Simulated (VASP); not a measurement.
SiNi: single point with PBE

Crystal: SiNi.

```
Si Ni
1.0
     5.24847    0.00000    0.00000
     0.00000    3.42767    0.00000
     0.00000    0.00000    5.76073
Si Ni
4 4
Direct
  0.31832 0.75000 0.08215
  0.18168 0.25000 0.58215
  0.81832 0.75000 0.41785
  0.68168 0.25000 0.91785
  0.00574 0.25000 0.19166
  0.49426 0.75000 0.69166
  0.50574 0.25000 0.30834
  0.99426 0.75000 0.80834
```

| Property | Result |
| --- | --- |
| Program | VASP 6.6.1 |
| Task | single point |
| Functional | PBE |
| Potentials or basis | VASP PAW PBE potentials, release 64 (Si, Ni) |
| Cutoff | 520 eV |
| k mesh | 8 × 10 × 6 |
| Occupations | gaussian, width 0.1 eV |
| Spin | no spin polarisation |

| Property | Result |
| --- | --- |
| Pressure | -8.3 GPa |
| Largest force | 0.009 eV/Å |
| Band gap on the k mesh | zero (bands 28 and 29 overlap by 1.72 eV) |

Forces on the atoms (eV/Å):
```
Si   0.000  0.000 -0.001
Si   0.000  0.000 -0.001
Si   0.000  0.000  0.001
Si   0.000  0.000  0.001
Ni   0.009  0.000  0.000
Ni  -0.009  0.000  0.000
Ni   0.009  0.000  0.000
Ni  -0.009  0.000  0.000
```

Stress tensor (GPa, compression positive):
```
-8.28  0.00  0.00
 0.00 -8.42  0.00
 0.00  0.00 -8.29
```

Levels at points of the mesh, in eV from the Fermi level:
```csv
k point,band 25,band 26,band 27,band 28,band 29,band 30,band 31,band 32
"(0.00, 0.00, 0.00)",-1.79,-1.13,-0.96,-0.89,0.62,1.04,3.27,3.68
"(0.50, 0.00, 0.00)",-1.73,-1.73,0.95,0.95,1.14,1.14,3.40,3.40
"(0.00, 0.50, 0.00)",-1.73,-1.73,-1.33,-1.33,-0.60,-0.60,1.82,1.82
"(0.50, 0.50, 0.00)",-1.55,-1.55,-1.55,-1.55,0.31,0.31,0.31,0.31
"(0.00, 0.00, 0.50)",-1.38,-1.38,-0.29,-0.29,0.92,0.92,2.95,2.95
"(0.50, 0.00, 0.50)",-0.99,-0.99,0.70,0.70,2.21,2.21,2.56,2.56
"(0.00, 0.50, 0.50)",-1.81,-1.81,-1.61,-1.61,0.15,0.15,1.07,1.07
"(0.50, 0.50, 0.50)",-1.74,-1.74,-1.74,-1.74,2.28,2.28,2.28,2.28
```

Run time: 7.4 min on 1 thread of Intel(R) Xeon(R) Platinum 8375C CPU @ 2.90GHz (Ice Lake) (shared host), peak memory 0.46 GiB.

Caveat: the cell stands under tension. Spin polarisation is off, so any magnetic state and its effect on volume and gap are missing.
